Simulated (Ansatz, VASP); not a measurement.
## Two plane-wave programs on Rh

INCAR

```
SYSTEM = Rh
PREC = Accurate
ENCUT = 600
EDIFF = 1E-7
ISMEAR = -1
SIGMA = 0.15
LREAL = .False.
LASPH = .True.
NELM = 60
ALGO = Fast
ISIF = 3
LWAVE = .False.
LCHARG = .False.
IBRION = 2
NSW = 80
EDIFFG = -0.001
```

The input KPOINTS:

```
regular mesh
0
Gamma
  26 26 26
  0 0 0
```

Contents of POSCAR:

```
Rh
1.0
    0.0000000000      1.8770578413      1.8770578413
    1.8770578413      0.0000000000      1.8770578413
    1.8770578413      1.8770578413      0.0000000000
Rh
1
Direct
    0.0000000000      0.0000000000      0.0000000000
```

Input for Ansatz:

```yaml
crystal:
  lattice:
    - [0.0, 1.8770578413, 1.8770578413]
    - [1.8770578413, 0.0, 1.8770578413]
    - [1.8770578413, 1.8770578413, 0.0]
  atoms:
    - { symbol: Rh, position: [0.0, 0.0, 0.0] }
basis:
  ecutwfc: 420
kpoints:
  mp_grid: { grid: [26, 26, 26] }
hamiltonian:
  xc: lda
  pseudopotentials: { kind: paw, azcp: { folder: soft_1 } }
scf:
  occupations: { method: fermi_dirac, width: 0.15 }
output:
  forces: true
  stress: true
  eigenvalues: true
relax:
  adjacent_minimum: "off"
  f_tol: 0.001
  max_steps: 60
  cell: { stress_tol: 0.01 }
```

Alike in both runs: task relaxation of cell and atoms; functional LDA; k mesh 26 × 26 × 26; occupations fermi-dirac, width 0.15 eV; no spin polarisation.

```csv
,VASP,Ansatz
version,VASP 6.6.1,Ansatz 0.2.0
potentials or method,"VASP PAW LDA potentials, release 64 (Rh_pv), cutoff 600 eV","scalar-relativistic, plane waves, PAW"
valence electrons in the cell,15,17
```

```csv
,VASP,Ansatz,Ansatz less VASP
"gap on the k mesh at the Fermi level, each at its own relaxed structure (eV)",none,none,-
relaxed volume (Å³/atom),13.30,13.27,-0.030
relaxed cell length with the largest relative difference (Å),2.659,2.657,-0.0020
```

Ansatz warns that its potentials were made for another functional, while VASP's fit it. LDA's correlation is that of Perdew and Zunger in VASP and of Perdew and Wang (1992) in Ansatz. A gap of «none» marks a metal or a gap that the smearing closes. VASP's potentials hold 15 valence electrons a cell and Ansatz's 17, so a difference there can come from the potentials and not from the codes.
